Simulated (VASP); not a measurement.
# Se (P3_121) in VASP: notebook

The runs below take Se through single point, with PBEsol, r2SCAN.

Program: VASP 6.6.1. These are calculated values, not measurements. Logs are shortened: lines on timing, memory, paths and dates and some standing lists are left out, and cuts for length are marked.

## Step 1: The cell of the first run

The structure is trigonal, space group P3_121 (No. 152). The conventional cell has a = 4.037 Å, b = 4.037 Å, c = 5.123 Å, α = 90.00°, β = 90.00°, γ = 120.00°. Within 3.2 Å of Se (site symmetry 2) lie 6 Se at 2.44 to 3.17 Å.

## Step 2: Single point, PBEsol

Input file INCAR:

```
PREC = Accurate ; ENCUT = 520
EDIFF = 1E-6 ; ISMEAR = -1
SIGMA = 0.05 ; LREAL = False
LASPH = True ; NELM = 100
ALGO = Normal ; ISIF = 2
LWAVE = False ; LCHARG = True
GGA = PS ; LELF = True
LVHAR = True ; NBANDS = 16
```

Input file KPOINTS:

```
regular mesh
0
Gamma
  7 7 5
```

Input file POSCAR:

```
Se
1.0
    4.0374240000      0.0000000000      0.0000000000
   -2.0187120000      3.4965110000      0.0000000000
    0.0000000000      0.0000000000      5.1229070000
Se
3
Direct
    0.2487610000      0.0000000000      0.3333330000
    0.0000000000      0.2487610000      0.6666670000
    0.7512390000      0.7512390000      0.0000000000
```

Potentials or basis: VASP PAW PBE potentials, release 64 (Se).

Command:

```
cat potpaw_PBE.64/Se/POTCAR > POTCAR
mpirun -np 1 vasp_std > vasp.out
```

OUTCAR:

```text
PREC = Accurate
   ENCUT = 520
   EDIFF = 1E-6
   ISMEAR = -1
   LREAL = False
   LASPH = True
   NELM = 100
   ISIF = 2
   GGA = PS

 ion  position               nearest neighbor table
   1  0.249  0.000  0.333-   3 2.44   2 2.44
   2  0.000  0.249  0.667-   3 2.44   1 2.44
   3  0.751  0.751  0.000-   2 2.44   1 2.44

  LATTYP: Found a hexagonal cell.
 ALAT       =     4.0374240000
 C/A-ratio  =     1.2688553394

  Lattice vectors:

 A1 = (   4.0374240000,   0.0000000000,   0.0000000000)
 A2 = (  -2.0187120000,   3.4965110000,   0.0000000000)
 A3 = (   0.0000000000,   0.0000000000,   5.1229070000)

Analysis of symmetry for initial positions (statically):
=====================================================================
 Subroutine PRICEL returns:
 Original cell was already a primitive cell.

 Routine SETGRP: Setting up the symmetry group for a
 hexagonal supercell.

 Subroutine GETGRP returns: Found  6 space group operations
 (whereof  2 operations were pure point group operations)
 out of a pool of 24 trial point group operations.

The static configuration has the point symmetry C_2 .
 The point group associated with its full space group is D_3 .

Analysis of symmetry for dynamics (positions and initial velocities):
=====================================================================
 Subroutine PRICEL returns:
 Original cell was already a primitive cell.

 Routine SETGRP: Setting up the symmetry group for a
 hexagonal supercell.

 Subroutine GETGRP returns: Found  6 space group operations
 (whereof  2 operations were pure point group operations)
 out of a pool of 24 trial point group operations.

The dynamic configuration has the point symmetry C_2 .
 The point group associated with its full space group is D_3 .

 Subroutine INISYM returns: Found  6 space group operations
 (whereof  2 operations are pure point group operations),
 and found     1 'primitive' translations

----------------------------------------------------------------------------------------

                                     Primitive cell

  volume of cell :      72.3196

  direct lattice vectors                    reciprocal lattice vectors
     4.037424000  0.000000000  0.000000000     0.247682681  0.142999693  0.000000000
    -2.018712000  3.496511000  0.000000000     0.000000000  0.285999386  0.000000000
     0.000000000  0.000000000  5.122907000     0.000000000  0.000000000  0.195201670

  length of vectors
     4.037424000  4.037423351  5.122907000     0.285999340  0.285999386  0.195201670

  position of ions in fractional coordinates (direct lattice)
     0.248761000  0.000000000  0.333333000
     0.000000000  0.248761000  0.666667000
     0.751239000  0.751239000  0.000000000

  ion indices of the primitive-cell ions
   primitive index   ion index
                 1           1
                 2           2
                 3           3

----------------------------------------------------------------------------------------

 KPOINTS: regular mesh

Automatic generation of k-mesh.
 Grid dimensions read from file:
 generate k-points for:    7    7    5

 Generating k-lattice:

  Cartesian coordinates                     Fractional coordinates (reciprocal lattice)
     0.035383240  0.020428528  0.000000000     0.142857143  0.000000000  0.000000000
     0.000000000  0.040857055  0.000000000     0.000000000  0.142857143  0.000000000
     0.000000000  0.000000000  0.039040334     0.000000000  0.000000000  0.200000000

  Length of vectors
     0.040857049  0.040857055  0.039040334

  Shift w.r.t. Gamma in fractional coordinates (k-lattice)
     0.000000000  0.000000000  0.000000000

 Subroutine IBZKPT returns following result:
 ===========================================

 Found     32 irreducible k-points:

 Following reciprocal coordinates:
            Coordinates               Weight
  0.000000  0.000000  0.000000      1.000000
  0.142857 -0.000000  0.000000      6.000000
  0.285714 -0.000000  0.000000      6.000000
  0.428571 -0.000000  0.000000      6.000000
  0.142857  0.142857  0.000000      6.000000
  0.285714  0.142857  0.000000     12.000000
[... 16 lines left out ...]
  0.000000  0.142857  0.400000      6.000000
  0.285714 -0.000000  0.400000      6.000000
 [... further k-points ...]
   k-points           NKPTS =     32   k-points in BZ     NKDIM =     32   number of bands    NBANDS=     16
   number of dos      NEDOS =    301   number of ions     NIONS =      3
   total plane-waves  NPLWV =  36000
   dimension x,y,z NGX =    30 NGY =   30 NGZ =   40
   dimension x,y,z NGXF=    60 NGYF=   60 NGZF=   80
   ions per type =               3
   NGX,Y,Z   is equivalent  to a cutoff of  12.35, 12.35, 12.98 a.u.
   NGXF,Y,Z  is equivalent  to a cutoff of  24.71, 24.71, 25.96 a.u.
 SYSTEM =  unknown system
   PREC   = accura    normal or accurate (medium, high low for compatibility)
   ISTART =      0    job   : 0-new  1-cont  2-samecut
   ICHARG =      2    charge: 1-file 2-atom 10-const
   ISPIN  =      1    spin polarized calculation?
   LNONCOLLINEAR =      F non collinear calculations
   LSORBIT =      F    spin-orbit coupling
   LASPH  =      T    aspherical Exc in radial PAW
   ENCUT  =  520.0 eV  38.22 Ry    6.18 a.u.   7.51  7.51  9.53*2*pi/ulx,y,z
   NELM   =    100;   NELMIN=  2; NELMDL= -5     # of ELM steps
   EDIFF  = 0.1E-05   stopping-criterion for ELM
   LREAL  =      F    real-space projection
   EDIFFG = 0.1E-04   stopping-criterion for IOM
   NSW    =      0    number of steps for IOM
   IBRION =     -1    ionic relax: 0-MD 1-quasi-New 2-CG
   NFREE  =      0    steps in history (QN), initial steepest desc. (CG)
   ISIF   =      2    stress and relaxation
   ISYM   =      2    0-nonsym 1-usesym 2-fastsym
   POTIM  = 0.5000    time-step for ionic-motion
   TEBEG  =    0.0;   TEEND  =   0.0 temperature during run
   PSTRESS=    0.0 pullay stress
   NELECT =      18.0000    total number of electrons
   NUPDOWN=      -1.0000    fix difference up-down
   EMIN   =  10.00;   EMAX   =-10.00  energy-range for DOS
   EFERMI =   0.00;   METHOD = LEGACY
   ISMEAR =    -1;   SIGMA  =   0.05  broadening in eV -4-tet -1-fermi 0-gaus
   EFERMI_NEDOS =   21; number of points for ismear=-14 and -15
   IALGO  =     38    algorithm
   IMIX   =      4    mixing-type and parameters
     AMIX     =   0.40;   BMIX     =  1.00
     AMIX_MAG =   1.60;   BMIX_MAG =  1.00
  volume/ion in A,a.u.               =      24.11       162.68
  Fermi-wavevector in a.u.,A,eV,Ry     =   1.029786  1.946014 14.428430  1.060460
  Thomas-Fermi vector in A             =   2.163851
   LORBIT       =      0    0 simple, 1 ext, 2 COOP (PROOUT), +10 PAW based schemes
   GGA     = PS    functional components
   LHFCALC =     F    Hartree Fock is set to
   AEXX    =    0.0000 exact exchange contribution
   IVDW    =     0    specifies the selected vdW correction
   LEPSILON=     F    determine dielectric tensor
   LRPA    =     F    only Hartree local field effects (RPA)
 non-spin polarized calculation
  energy-cutoff  :      520.00
  volume of cell :       72.32
 maximum number of plane-waves:      1973
 NGX is ok and might be reduce to    30
   NGX = 15   NGY = 15   NGZ = 19

 number of electron      18.0000001 magnetization

 Free energy of the ion-electron system (eV)
  ---------------------------------------------------
  ext. energy  EPLUGINS =         0.00000000
  ---------------------------------------------------
  free energy    TOTEN  =       -11.56073838 eV

  energy without entropy =      -11.56073442  energy(sigma->0) =      -11.56073640

 E-fermi :   4.1531     XC(G=0):  -9.6905

 val. band max:        3.6281517387   @ k =   0.2857   0.2857   0.4000
 cond. band min:       4.6070279385   @ k =   0.0000   0.0000   0.4000
 fundamental gap:      0.9788761999
 Fermi energy:         4.1530981427

 k-point     1 :       0.0000    0.0000    0.0000
  band No.  band energies     occupation
      1     -12.3297      2.00000
      2      -8.2233      2.00000
      3      -8.2233      2.00000
      4       0.0571      2.00000
      5       0.2966      2.00000
      6       0.2966      2.00000
[... 8 lines left out ...]
     15      10.5419      0.00000
     16      12.0604      0.00000

 k-point     2 :       0.1429   -0.0000    0.0000
  band No.  band energies     occupation
      1     -12.1908      2.00000
      2      -8.2879      2.00000
      3      -8.1884      2.00000
      4      -0.8278      2.00000
      5      -0.2177      2.00000
      6       0.2190      2.00000
[... 8 lines left out ...]
     15      11.3024      0.00000
     16      11.9452      0.00000

 k-point     3 :       0.2857   -0.0000    0.0000
  band No.  band energies     occupation
      1     -11.8223      2.00000
      2      -8.5353      2.00000
      3      -8.1045      2.00000
      4      -1.6528      2.00000
      5      -0.8606      2.00000
      6      -0.1464      2.00000
[... 8 lines left out ...]
     15      12.2271      0.00000
     16      13.0023      0.00000

 k-point     4 :       0.4286   -0.0000    0.0000
  band No.  band energies     occupation
      1     -11.4296      2.00000
      2      -8.8837      2.00000
      3      -8.0317      2.00000
      4      -1.8517      2.00000
      5      -1.2414      2.00000
      6      -0.2403      2.00000
[... 8 lines left out ...]
     15      13.7975      0.00000
     16      14.4185      0.00000
[... 324 lines left out ...]
 k-point    22 :       0.1429   -0.0000    0.4000
  band No.  band energies     occupation
      1     -11.4844      2.00000
      2     -10.6267      2.00000
      3      -6.1655      2.00000
      4      -1.0388      2.00000
      5       0.1358      2.00000
      6       0.5227      2.00000
[... 8 lines left out ...]
     15      11.2255      0.00000
     16      11.6981      0.00000

 k-point    23 :       0.0000    0.1429    0.4000
  band No.  band energies     occupation
      1     -11.4805      2.00000
      2     -10.6343      2.00000
      3      -6.1442      2.00000
      4      -1.1007      2.00000
      5      -0.0950      2.00000
      6       0.4964      2.00000
[... 8 lines left out ...]
     15      11.2615      0.00000
     16      12.0177      0.00000

 k-point    24 :       0.2857   -0.0000    0.4000
  band No.  band energies     occupation
      1     -11.1747      2.00000
      2     -10.3465      2.00000
      3      -6.8625      2.00000
      4      -1.6577      2.00000
      5      -0.4675      2.00000
      6      -0.0554      2.00000
[... 8 lines left out ...]
     15      11.4232      0.00000
     16      12.3260      0.00000

 [... further k-points ...]
[... 5 lines left out ...]
  --------------------------------------------------------------------------------------
  -------------------------------------------------------------------------------------
  Total        0.0634669      0.0634669      0.0994975      0.0000000     -0.0000000      0.0000000
  in kB        1.4060543      1.4060537      2.2042808      0.0000000     -0.0000000      0.0000000
  external PRESSURE =       1.6721296 kB  Pullay stress =       0.0000000 kB

 VOLUME and BASIS-vectors are now :
 -----------------------------------------------------------------------------
  energy-cutoff  :      520.00
  volume of cell :       72.32
      direct lattice vectors                 reciprocal lattice vectors
     4.037424000  0.000000000  0.000000000     0.247682681  0.142999693  0.000000000
    -2.018712000  3.496511000  0.000000000     0.000000000  0.285999386  0.000000000
     0.000000000  0.000000000  5.122907000     0.000000000  0.000000000  0.195201670

 POSITION                                       TOTAL-FORCE (eV/Angst)
 -----------------------------------------------------------------------------------
      1.00435      0.00000      1.70763         0.028580      0.000000      0.000000
     -0.50218      0.86980      3.41527        -0.014290      0.024751     -0.000000
      1.51654      2.62672      0.00000        -0.014290     -0.024751     -0.000000
 -----------------------------------------------------------------------------------
    total drift:                                0.000258     -0.000415      0.000011

  FREE ENERGIE OF THE ION-ELECTRON SYSTEM (eV)
  ---------------------------------------------------
  free  energy   TOTEN  =       -11.5607383846 eV

  energy  without entropy=      -11.5607344234  energy(sigma->0) =      -11.56073640
```

Run time: 33 s. Hardware: 1 thread of AMD EPYC 7R43 (Zen 3), shared host; peak memory 0.15 GiB.

What came out:

```
Free energy            : -11.5607 eV
Pressure               : 0.2 GPa
Largest force          : 0.029 eV/Å
Band gap on the k mesh : 0.98 eV, indirect (least direct gap 1.12 eV)
```

Forces on the atoms (eV/Å):
```
Se   0.029  0.000  0.000
Se  -0.014  0.025  0.000
Se  -0.014 -0.025  0.000
```

Stress tensor (GPa, compression positive):
```
0.14 0.00 0.00
0.00 0.14 0.00
0.00 0.00 0.22
```

Levels at points of the mesh, in eV from the valence-band top:
```tsv
k point	band 6	band 7	band 8	band 9	band 10	band 11	band 12	band 13
(0.00, 0.00, 0.00)	-3.33	-1.79	-1.79	-0.43	1.55	1.55	2.16	6.37
```

Caveat: the PAW data sets were made with another functional, which shifts forces and pressure a little.

## Step 3: Single point, r2SCAN

POSCAR is that of step 2.

Input file INCAR.step1:

```
ALGO = Normal
EDIFF = 1E-4
ENCUT = 520
GGA = PE
ISMEAR = -1
LASPH = True
LCHARG = False
LREAL = False
LWAVE = True
NBANDS = 16
NELM = 100
PREC = Accurate
SIGMA = 0.05
```

Input file INCAR.step2:

```
ALGO = Normal
EDIFF = 1E-7
ENCUT = 520
ISIF = 2
ISMEAR = -1
ISTART = 1
LASPH = True
LCHARG = True
LELF = True
LMIXTAU = True
LREAL = False
LVHAR = True
LWAVE = False
METAGGA = R2SCAN
NBANDS = 16
NELM = 100
PREC = Accurate
SIGMA = 0.05
```

Input file KPOINTS:

```
k-points
0
Gamma
  7 7 5
```

Potentials or basis: VASP PAW PBE potentials, release 64 (Se).

Command:

```
cat potpaw_PBE.64/Se/POTCAR > POTCAR
cp INCAR.step1 INCAR
mpirun -np 1 vasp_std > vasp.out
cp INCAR.step2 INCAR
mpirun -np 1 vasp_std > vasp.out
```

Wall time 2.3 min (1 thread of AMD EPYC 7R43 (Zen 3), shared host); peak memory 0.16 GiB.

It converged, with:

```yaml
Free_energy: -42.7835 eV
Pressure: 1.9 GPa
Largest_force: 0.315 eV/Å
Band_gap_on_the_k_mesh: 1.22 eV, indirect (least direct gap 1.35 eV)
```

Forces on the atoms (eV/Å):
```
Se  -0.315  0.000  0.000
Se   0.158 -0.273  0.000
Se   0.158  0.273  0.000
```

Stress tensor (GPa, compression positive):
```
2.17 0.00 0.00
0.00 2.17 0.00
0.00 0.00 1.30
```

Levels at points of the mesh, in eV from the valence-band top:
| k point | band 5 | band 6 | band 7 | band 8 | band 9 | band 10 | band 11 | band 12 | band 13 | band 14 |
| --- | --- | --- | --- | --- | --- | --- | --- | --- | --- | --- |
| (0.00, 0.00, 0.00) | -3.44 | -3.44 | -1.85 | -1.85 | -0.48 | 1.77 | 1.77 | 2.39 | 7.00 | 7.00 |

Caveat: the PAW data sets were made with another functional, which shifts forces and pressure a little.
